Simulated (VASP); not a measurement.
Runs of VASP 6.6.1 on Pt. The structure is that of space group Im-3m (No. 229), or close to it. The cells are those of the table. 

```tsv
task	cell	gap on the mesh (eV)	pressure (GPa)
relaxation of cell and atoms	relaxed to 20 GPa from a = 2.744 Å, angles 109.5°, 1 atom	none	20.0
relaxation of cell and atoms	relaxed to 10 GPa from a = 2.744 Å, angles 109.5°, 1 atom	none	10.0
single point	a = 2.702 Å, angles 109.5°, 1 atom	none	5.7
single point	a = 2.719 Å, angles 109.5°, 1 atom	none	0.7
single point	a = 2.661 Å, angles 109.5°, 1 atom	none	(a)
single point	a = 2.687 Å, angles 109.5°, 1 atom	none	10.9
relaxation of cell and atoms	relaxed to 5 GPa from a = 2.744 Å, angles 109.5°, 1 atom	none	4.9
relaxation of cell and atoms	relaxed from a = 2.744 Å, angles 109.5°, 1 atom	none	0.0
```

Alike in all rows: level r2SCAN; potentials or basis VASP PAW PBE potentials, release 64 (Pt); no spin polarisation; k mesh 15 × 15 × 15; cutoff (eV) 550; smearing fermi-dirac 0.1 eV.

Estimate the missing entries.

(a) 21.0.

Caveats: the PAW data sets were made with another functional, which shifts forces and pressure a little; spin-orbit coupling is left out, which moves the levels of the heavy elements; the cell is relaxed towards a set pressure, so the enthalpy falls and the energy may rise (some runs).

A k mesh can miss the band edges, and the runs leave out spin-orbit coupling on Pt.

A gap of «none» marks levels without a gap at the run's occupations.
